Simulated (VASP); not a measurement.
Write the native input for VASP 6.6.1 that does the following.

```yaml
Task: density of states
Functional: LDA
Potentials_or_basis: VASP PAW LDA potentials, release 64 (W_sv)
Cutoff: 520 eV
k_mesh: 15 × 15 × 15
Occupations: fermi-dirac, width 0.08 eV
Spin: no spin polarisation
Dipole_correction: no
k_mesh_for_the_DOS: 23 × 23 × 23
Occupations_for_the_DOS: tetrahedron
Further_INCAR_settings: ALGO = Normal; EDIFF = 1e-07
```

Crystal: W.

```xyz
1
Lattice="2.5955 0.0000 0.0000 0.0000 2.5955 0.0000 0.0000 0.0000 2.5955" Properties=species:S:1:pos:R:3 pbc="T T T"
W     0.0000    0.0000    0.0000
```

The input as run:

POSCAR

```
W
1.0
    2.5954848852      0.0000000000      0.0000000000
    0.0000000000      2.5954848852      0.0000000000
    0.0000000000      0.0000000000      2.5954848852
W
1
Direct
    0.0000000000      0.0000000000      0.0000000000
```

INCAR.step1

```
SYSTEM = W
PREC     = Accurate       ! precision mode
ENCUT    = 520            ! plane-wave cutoff, eV
EDIFF    = 1E-7           ! SCF threshold, eV
ISMEAR   = -1             ! smearing method
SIGMA    = 0.08           ! smearing width, eV
LREAL    = .FALSE.        ! projectors in reciprocal space
LASPH    = .TRUE.         ! aspherical terms in the spheres
NELM     = 100            ! most SCF steps
ALGO     = Normal         ! electronic algorithm
ISIF     = 2              ! what is computed and relaxed
LWAVE    = .FALSE.        ! write WAVECAR
LCHARG   = .TRUE.         ! write CHGCAR
LMAXMIX  = 4              ! l up to which the mixer works
GGA      = CA             ! functional
NBANDS   = 13             ! bands
```

KPOINTS.step1

```
regular mesh
0
G
  15 15 15
  0 0 0
```

INCAR.step2

```
SYSTEM = W
PREC     = Accurate       ! precision mode
ENCUT    = 520            ! plane-wave cutoff, eV
EDIFF    = 1E-7           ! SCF threshold, eV
ISMEAR   = -5             ! smearing method
SIGMA    = 0.08           ! smearing width, eV
LREAL    = .FALSE.        ! projectors in reciprocal space
LASPH    = .TRUE.         ! aspherical terms in the spheres
NELM     = 100            ! most SCF steps
ALGO     = Normal         ! electronic algorithm
ISIF     = 2              ! what is computed and relaxed
LWAVE    = .FALSE.        ! write WAVECAR
LCHARG   = .FALSE.        ! write CHGCAR
LMAXMIX  = 4              ! l up to which the mixer works
GGA      = CA             ! functional
LORBIT   = 10             ! projections on sites
NEDOS    = 2001           ! points of the DOS
ICHARG   = 11             ! starting density
```

KPOINTS.step2

```
regular mesh
0
G
  23 23 23
  0 0 0
```

Potentials or basis: VASP PAW LDA potentials, release 64 (W_sv).

Launch:

```bash
$ cat potpaw_LDA.64/W_sv/POTCAR > POTCAR
$ cp INCAR.step1 INCAR
$ cp KPOINTS.step1 KPOINTS
$ mpirun -np 1 vasp_std > vasp.out
$ cp INCAR.step2 INCAR
$ cp KPOINTS.step2 KPOINTS
$ mpirun -np 1 vasp_std > vasp.out
```

Results of the run:

```json
{
  "Valence electrons inside the program's atomic spheres": "W 12.25"
}
```

Caveat: spin-orbit coupling is left out, which moves the levels of the heavy elements.

Run time: 40 s on 1 thread of AMD EPYC 7R43 64-Core Processor (Zen 3), with other jobs on the host, peak memory 0.14 GiB.
